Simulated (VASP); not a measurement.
# ZnSe (P4/nmm) in VASP: further runs

Aim: see how the results for ZnSe move with the level of theory and the settings. Levels: PBE, LDA. Tasks: single point.

All numbers are computed with VASP 6.6.1; they aren't measurements. Logs are shortened: lines on timing, memory, paths and dates and some standing lists are left out, and cuts for length are marked.

## Step 1: The cell of the first run

Symmetry: P4/nmm, No. 129, tetragonal system. The conventional cell has a = 4.064 Å, b = 4.064 Å, c = 5.642 Å, α = 90.00°, β = 90.00°, γ = 90.00°. Within 3.5 Å of Zn (site symmetry -4m2) lie 4 Se at 2.66 Å and 4 Zn at 2.87 Å. Within 3.5 Å of Se (site symmetry 4mm) lie 4 Zn at 2.66 Å.

## Step 2: Single point, PBE (strained and its atoms moved)

INCAR

```
SYSTEM = ZnSe
PREC = Accurate
ENCUT = 520
EDIFF = 1E-6
ISMEAR = 0
SIGMA = 0.02
LREAL = .False.
LASPH = .True.
NELM = 100
ALGO = Normal
ISIF = 2
LWAVE = .False.
LCHARG = .True.
GGA = PE
LELF = .True.
LVHAR = .True.
NBANDS = 26
```

KPOINTS

```
Automatic mesh
0
Gamma
  8 8 6
  0 0 0
```

POSCAR

```
ZnSe
1.0
    4.0644068209      0.0000000000      0.0000000000
    0.0000000000      4.0644068209      0.0000000000
    0.0000000000      0.0000000000      5.6421475110
Zn Se
2 2
Direct
    0.0000000000      0.0000000000      0.0000000000
    0.5000000000      0.5000000000      0.0000000000
    0.0000000000      0.5000000000      0.3045226698
    0.5000000000      0.0000000000      0.6954773302
```

Potentials or basis: VASP PAW PBE potentials, release 64 (Zn, Se).

The run is started by

```console
> cat potpaw_PBE.64/Zn/POTCAR potpaw_PBE.64/Se/POTCAR > POTCAR
> mpirun -np 1 vasp_std > vasp.out
```

OUTCAR:

```text
SYSTEM = ZnSe
   PREC = Accurate
   ENCUT = 520
   EDIFF = 1E-6
   ISMEAR = 0
   LREAL = .False.
   LASPH = .True.
   NELM = 100
   ISIF = 2
   GGA = PE

 ion  position               nearest neighbor table
   1  0.000  0.000  0.000-   3 2.66   4 2.66   3 2.66   4 2.66   2 2.87   2 2.87   2 2.87   2 2.87

   2  0.500  0.500  0.000-   3 2.66   4 2.66   4 2.66   3 2.66   1 2.87   1 2.87   1 2.87   1 2.87

   3  0.000  0.500  0.305-   1 2.66   2 2.66   1 2.66   2 2.66
   4  0.500  0.000  0.695-   1 2.66   2 2.66   2 2.66   1 2.66

  LATTYP: Found a simple tetragonal cell.
 ALAT       =     4.0644068209
 C/A-ratio  =     1.3881847363

  Lattice vectors:

 A1 = (   4.0644068209,   0.0000000000,   0.0000000000)
 A2 = (   0.0000000000,   4.0644068209,   0.0000000000)
 A3 = (   0.0000000000,   0.0000000000,   5.6421475110)

Analysis of symmetry for initial positions (statically):
=====================================================================
 Subroutine PRICEL returns:
 Original cell was already a primitive cell.

 Routine SETGRP: Setting up the symmetry group for a
 simple tetragonal supercell.

 Subroutine GETGRP returns: Found 16 space group operations
 (whereof  8 operations were pure point group operations)
 out of a pool of 16 trial point group operations.

The static configuration has the point symmetry D_2d.
 The point group associated with its full space group is D_4h.

Analysis of symmetry for dynamics (positions and initial velocities):
=====================================================================
 Subroutine PRICEL returns:
 Original cell was already a primitive cell.

 Routine SETGRP: Setting up the symmetry group for a
 simple tetragonal supercell.

 Subroutine GETGRP returns: Found 16 space group operations
 (whereof  8 operations were pure point group operations)
 out of a pool of 16 trial point group operations.

The dynamic configuration has the point symmetry D_2d.
 The point group associated with its full space group is D_4h.

 Subroutine INISYM returns: Found 16 space group operations
 (whereof  8 operations are pure point group operations),
 and found     1 'primitive' translations

----------------------------------------------------------------------------------------

                                     Primitive cell

  volume of cell :      93.2049

  direct lattice vectors                    reciprocal lattice vectors
     4.064406821  0.000000000  0.000000000     0.246038363  0.000000000  0.000000000
     0.000000000  4.064406821  0.000000000     0.000000000  0.246038363  0.000000000
     0.000000000  0.000000000  5.642147511     0.000000000  0.000000000  0.177237479

  length of vectors
     4.064406821  4.064406821  5.642147511     0.246038363  0.246038363  0.177237479

  position of ions in fractional coordinates (direct lattice)
     0.000000000  0.000000000  0.000000000
     0.500000000  0.500000000  0.000000000
     0.000000000  0.500000000  0.304522670
     0.500000000  0.000000000  0.695477330

  ion indices of the primitive-cell ions
   primitive index   ion index
                 1           1
                 2           2
                 3           3
                 4           4

----------------------------------------------------------------------------------------

 KPOINTS: Automatic mesh

Automatic generation of k-mesh.
 Grid dimensions read from file:
 generate k-points for:    8    8    6

 Generating k-lattice:

  Cartesian coordinates                     Fractional coordinates (reciprocal lattice)
     0.030754795  0.000000000  0.000000000     0.125000000  0.000000000  0.000000000
     0.000000000  0.030754795  0.000000000     0.000000000  0.125000000  0.000000000
     0.000000000  0.000000000  0.029539580     0.000000000  0.000000000  0.166666667

  Length of vectors
     0.030754795  0.030754795  0.029539580

  Shift w.r.t. Gamma in fractional coordinates (k-lattice)
     0.000000000  0.000000000  0.000000000

 Subroutine IBZKPT returns following result:
 ===========================================

 Found     60 irreducible k-points:

 Following reciprocal coordinates:
            Coordinates               Weight
  0.000000  0.000000  0.000000      1.000000
  0.125000  0.000000  0.000000      4.000000
  0.250000  0.000000  0.000000      4.000000
  0.375000  0.000000  0.000000      4.000000
  0.500000  0.000000  0.000000      2.000000
  0.125000  0.125000  0.000000      4.000000
[... 16 lines left out ...]
  0.375000  0.125000  0.166667     16.000000
  0.500000  0.125000  0.166667      8.000000
 [... further k-points ...]
   k-points           NKPTS =     60   k-points in BZ     NKDIM =     60   number of bands    NBANDS=     26
   number of dos      NEDOS =    301   number of ions     NIONS =      4
   total plane-waves  NPLWV =  37800
   dimension x,y,z NGX =    30 NGY =   30 NGZ =   42
   dimension x,y,z NGXF=    60 NGYF=   60 NGZF=   84
   ions per type =               2   2
   NGX,Y,Z   is equivalent  to a cutoff of  12.27, 12.27, 12.38 a.u.
   NGXF,Y,Z  is equivalent  to a cutoff of  24.54, 24.54, 24.75 a.u.
 SYSTEM =  ZnSe
   PREC   = accura    normal or accurate (medium, high low for compatibility)
   ISTART =      0    job   : 0-new  1-cont  2-samecut
   ICHARG =      2    charge: 1-file 2-atom 10-const
   ISPIN  =      1    spin polarized calculation?
   LNONCOLLINEAR =      F non collinear calculations
   LSORBIT =      F    spin-orbit coupling
   LASPH  =      T    aspherical Exc in radial PAW
   ENCUT  =  520.0 eV  38.22 Ry    6.18 a.u.   7.56  7.56 10.49*2*pi/ulx,y,z
   NELM   =    100;   NELMIN=  2; NELMDL= -5     # of ELM steps
   EDIFF  = 0.1E-05   stopping-criterion for ELM
   LREAL  =      F    real-space projection
   EDIFFG = 0.1E-04   stopping-criterion for IOM
   NSW    =      0    number of steps for IOM
   IBRION =     -1    ionic relax: 0-MD 1-quasi-New 2-CG
   NFREE  =      0    steps in history (QN), initial steepest desc. (CG)
   ISIF   =      2    stress and relaxation
   ISYM   =      2    0-nonsym 1-usesym 2-fastsym
   POTIM  = 0.5000    time-step for ionic-motion
   TEBEG  =    0.0;   TEEND  =   0.0 temperature during run
   PSTRESS=    0.0 pullay stress
   NELECT =      36.0000    total number of electrons
   NUPDOWN=      -1.0000    fix difference up-down
   EMIN   =  10.00;   EMAX   =-10.00  energy-range for DOS
   EFERMI =   0.00;   METHOD = LEGACY
   ISMEAR =     0;   SIGMA  =   0.02  broadening in eV -4-tet -1-fermi 0-gaus
   EFERMI_NEDOS =   21; number of points for ismear=-14 and -15
   IALGO  =     38    algorithm
   IMIX   =      4    mixing-type and parameters
     AMIX     =   0.40;   BMIX     =  1.00
     AMIX_MAG =   1.60;   BMIX_MAG =  1.00
  volume/ion in A,a.u.               =      23.30       157.24
  Fermi-wavevector in a.u.,A,eV,Ry     =   1.192237  2.253002 19.339729  1.421430
  Thomas-Fermi vector in A             =   2.328280
   LORBIT       =      0    0 simple, 1 ext, 2 COOP (PROOUT), +10 PAW based schemes
   GGA     = PE    functional components
   LHFCALC =     F    Hartree Fock is set to
   AEXX    =    0.0000 exact exchange contribution
   IVDW    =     0    specifies the selected vdW correction
   LEPSILON=     F    determine dielectric tensor
   LRPA    =     F    only Hartree local field effects (RPA)
 non-spin polarized calculation
 Gauss-broadening in eV      SIGMA  =   0.02
  energy-cutoff  :      520.00
  volume of cell :       93.20
 maximum number of plane-waves:      2545
   NGX = 15   NGY = 15   NGZ = 21

 number of electron      36.0000031 magnetization

 Free energy of the ion-electron system (eV)
  ---------------------------------------------------
  ext. energy  EPLUGINS =         0.00000000
  ---------------------------------------------------
  free energy    TOTEN  =       -10.97490979 eV

  energy without entropy =      -10.97490979  energy(sigma->0) =      -10.97490979

 E-fermi :   1.8221     XC(G=0):  -9.3743

 val. band max:        1.7065040014   @ k =   0.0000   0.0000   0.0000
 cond. band min:       2.6911740976   @ k =   0.0000   0.0000   0.0000
 fundamental gap:      0.9846700962
 Fermi energy:         1.8221378882

 k-point     1 :       0.0000    0.0000    0.0000
  band No.  band energies     occupation
      1     -11.4223      2.00000
      2     -10.2850      2.00000
      3      -5.4034      2.00000
      4      -5.3854      2.00000
      5      -5.2526      2.00000
      6      -5.1794      2.00000
[... 18 lines left out ...]
     25      11.1562      0.00000
     26      11.3041      0.00000

 k-point     2 :       0.1250    0.0000    0.0000
  band No.  band energies     occupation
      1     -11.3555      2.00000
      2     -10.2927      2.00000
      3      -5.3641      2.00000
      4      -5.3549      2.00000
      5      -5.2341      2.00000
      6      -5.1723      2.00000
[... 18 lines left out ...]
     25      11.0367      0.00000
     26      11.2151      0.00000

 k-point     3 :       0.2500    0.0000    0.0000
  band No.  band energies     occupation
      1     -11.1697      2.00000
      2     -10.3327      2.00000
      3      -5.3006      2.00000
      4      -5.2355      2.00000
      5      -5.1822      2.00000
      6      -5.1386      2.00000
[... 18 lines left out ...]
     25       9.7385      0.00000
     26      10.4986      0.00000

 k-point     4 :       0.3750    0.0000    0.0000
  band No.  band energies     occupation
      1     -10.9099      2.00000
      2     -10.4429      2.00000
      3      -5.1979      2.00000
      4      -5.1285      2.00000
      5      -5.1082      2.00000
      6      -5.0465      2.00000
[... 18 lines left out ...]
     25       9.6549      0.00000
     26       9.9159      0.00000

 k-point     5 :       0.5000    0.0000    0.0000
  band No.  band energies     occupation
      1     -10.6448      2.00000
      2     -10.6448      2.00000
      3      -5.0688      2.00000
      4      -5.0688      2.00000
      5      -5.0628      2.00000
      6      -5.0628      2.00000
[... 18 lines left out ...]
     25       9.4166      0.00000
     26       9.4166      0.00000

 k-point     6 :       0.1250    0.1250    0.0000
  band No.  band energies     occupation
      1     -11.2904      2.00000
      2     -10.2971      2.00000
      3      -5.3757      2.00000
      4      -5.2861      2.00000
      5      -5.2163      2.00000
      6      -5.1782      2.00000
[... 427 lines left out ...]
 k-point    21 :       0.1250    0.1250    0.1667
  band No.  band energies     occupation
      1     -11.2325      2.00000
      2     -10.3725      2.00000
      3      -5.3748      2.00000
      4      -5.2962      2.00000
      5      -5.2193      2.00000
      6      -5.1743      2.00000
[... 18 lines left out ...]
     25       9.4379      0.00000
     26      10.3118      0.00000

 k-point    22 :       0.2500    0.1250    0.1667
  band No.  band energies     occupation
      1     -11.0618      2.00000
      2     -10.3825      2.00000
      3      -5.3399      2.00000
      4      -5.2184      2.00000
      5      -5.1500      2.00000
      6      -5.1150      2.00000
[... 18 lines left out ...]
     25       8.6282      0.00000
     26      10.6636      0.00000

 k-point    23 :       0.3750    0.1250    0.1667
  band No.  band energies     occupation
      1     -10.8290      2.00000
      2     -10.4488      2.00000
      3      -5.2577      2.00000
      4      -5.1356      2.00000
      5      -5.0873      2.00000
      6      -5.0089      2.00000
[... 18 lines left out ...]
     25      10.3519      0.00000
     26      10.6096      0.00000

 k-point    24 :       0.5000    0.1250    0.1667
  band No.  band energies     occupation
      1     -10.6036      2.00000
      2     -10.6036      2.00000
      3      -5.1321      2.00000
      4      -5.1321      2.00000
      5      -5.0410      2.00000
      6      -5.0410      2.00000
[... 18 lines left out ...]
     25      10.3183      0.00000
     26      10.3183      0.00000

 [... further k-points ...]
[... 5 lines left out ...]
  --------------------------------------------------------------------------------------
  -------------------------------------------------------------------------------------
  Total       -1.3866050     -1.3866050     -4.8413804      0.0000000      0.0000000      0.0000000
  in kB      -23.8355159    -23.8355159    -83.2225485      0.0000000      0.0000000      0.0000000
  external PRESSURE =     -43.6311935 kB  Pullay stress =       0.0000000 kB

 VOLUME and BASIS-vectors are now :
 -----------------------------------------------------------------------------
  energy-cutoff  :      520.00
  volume of cell :       93.20
      direct lattice vectors                 reciprocal lattice vectors
     4.064406821  0.000000000  0.000000000     0.246038363  0.000000000  0.000000000
     0.000000000  4.064406821  0.000000000     0.000000000  0.246038363  0.000000000
     0.000000000  0.000000000  5.642147511     0.000000000  0.000000000  0.177237479

 POSITION                                       TOTAL-FORCE (eV/Angst)
 -----------------------------------------------------------------------------------
      0.00000      0.00000      0.00000         0.000000      0.000000     -0.000000
      2.03220      2.03220      0.00000         0.000000     -0.000000     -0.000000
      0.00000      2.03220      1.71816         0.000000      0.000000     -1.814747
      2.03220      0.00000      3.92399         0.000000      0.000000      1.814747
 -----------------------------------------------------------------------------------
    total drift:                                0.000000      0.000000      0.000000

  FREE ENERGIE OF THE ION-ELECTRON SYSTEM (eV)
  ---------------------------------------------------
  free  energy   TOTEN  =       -10.9749097915 eV

  energy  without entropy=      -10.9749097915  energy(sigma->0) =      -10.97490979
```

Run time: 2.1 min. Hardware: 1 thread of AMD EPYC 7R43 (Zen 3), shared host; peak memory 0.23 GiB.

Results:

```yaml
Free_energy: -10.9749 eV
Pressure: -4.4 GPa
Largest_force: 1.815 eV/Å
Band_gap_on_the_k_mesh: 0.98 eV, direct
```

Forces in eV/Å, atoms in the order of the input:
```
Zn   0.000  0.000  0.000
Zn   0.000  0.000  0.000
Se   0.000  0.000 -1.815
Se   0.000  0.000  1.815
```

Stress tensor (GPa, compression positive):
```
-2.38  0.00  0.00
 0.00 -2.38  0.00
 0.00  0.00 -8.32
```

Caveat: the cell differs from its parent crystal (strained and its atoms moved); forces of over 1 eV/Å act on the atoms, so gaps and moduli don't describe the material at rest. A k mesh can miss the band edges.

## Step 3: Single point, LDA (functional LDA, strained)

INCAR

```
SYSTEM = ZnSe
  PREC = Accurate
  ENCUT = 520
  EDIFF = 1E-7
  ISMEAR = 0
  SIGMA = 0.02
  LREAL = .FALSE.
  LASPH = .TRUE.
  NELM = 100
  ALGO = Normal
  ISIF = 2
  LWAVE = .FALSE.
  LCHARG = .FALSE.
  GGA = CA
  NBANDS = 26
```

KPOINTS

```
regular mesh
0
G
  8 8 6
  0 0 0
```

POSCAR

```
ZnSe
1.0
    4.1970445185      0.0000000000      0.0000000000
    0.0000000000      4.1970445185      0.0000000000
    0.0000000000      0.0000000000      5.8381591125
Zn Se
2 2
Direct
    0.0000000000      0.0000000000      0.0000000000
    0.5000000000      0.5000000000      0.0000000000
    0.0000000000      0.5000000000      0.2392908796
    0.5000000000      0.0000000000      0.7607091204
```

Potentials or basis: VASP PAW LDA potentials, release 64 (Zn, Se).

The run is started by

```console
> cat potpaw_LDA.64/Zn/POTCAR potpaw_LDA.64/Se/POTCAR > POTCAR
> mpirun -np 1 vasp_std > vasp.out
```

Run time: 2.7 min. Hardware: 1 thread of AMD EPYC 7R43 (Zen 3), shared host; peak memory 0.23 GiB.

The run converged. Its results:

- Free energy: -13.8078 eV
- Pressure: -3.7 GPa
- Largest force: 0.095 eV/Å
- Band gap on the k mesh: 1.17 eV, direct

Forces in eV/Å, atoms in the order of the input:
```
Zn   0.000  0.000  0.000
Zn   0.000  0.000  0.000
Se   0.000  0.000 -0.095
Se   0.000  0.000  0.095
```

Stress tensor (GPa, compression positive):
```
-4.70  0.00  0.00
 0.00 -4.70  0.00
 0.00  0.00 -1.70
```

Levels at points of the mesh, in eV from the valence-band top:
```csv
k point,band 15,band 16,band 17,band 18,band 19,band 20,band 21,band 22
"(0.00, 0.00, 0.00)",-2.57,-0.27,-0.27,0.00,1.17,1.60,2.58,5.43
"(0.50, 0.00, 0.00)",-1.52,-1.52,-1.17,-1.17,2.96,2.96,5.90,5.90
"(0.50, 0.50, 0.00)",-2.22,-2.22,-2.07,-2.07,3.31,3.31,3.68,3.68
"(0.00, 0.00, 0.50)",-2.42,-1.21,-0.55,-0.55,1.28,3.15,3.46,4.78
"(0.50, 0.00, 0.50)",-1.14,-1.14,-0.74,-0.74,2.22,2.22,5.84,5.84
"(0.50, 0.50, 0.50)",-2.55,-2.55,-2.48,-2.48,4.75,4.75,5.05,5.05
```

Caveat: the cell differs from its parent crystal (functional LDA, strained).
